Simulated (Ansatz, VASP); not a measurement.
## One calculation of Li2S, two programs

```
CELL_PARAMETERS angstrom
0.00000 2.83517 2.83517
2.83517 0.00000 2.83517
2.83517 2.83517 0.00000
ATOMIC_POSITIONS crystal
Li 0.75000 0.75000 0.75000
Li 0.25000 0.25000 0.25000
S 0.00000 0.00000 0.00000
```

Alike in both runs: task single point; functional PBE; k mesh 4 × 4 × 4; occupations tetrahedron; no spin polarisation.

```csv
,VASP,Ansatz
version,VASP 6.6.1,Ansatz 0.2.0
potentials or method,"VASP PAW PBE potentials, release 64 (Li_sv, S), cutoff 750 eV","scalar-relativistic, plane waves, PAW"
valence electrons in the cell,12,12
```

|  | VASP | Ansatz | Ansatz less VASP |
| --- | --- | --- | --- |
| gap on the k mesh at the Fermi level (eV) | 3.37 | 3.38 | +0.004 |
| least direct gap on the mesh (eV) | 4.34 | 4.34 | -0.001 |
| pressure (GPa) | 0.6 | 0.8 | +0.20 |

With one functional, cell and mesh, what is left measures potentials, basis and numerics. Ansatz's warnings: band table not solved further, tetrahedron derivatives may miss energy slope.

The k mesh is coarse, so the values compare programs but aren't converged.
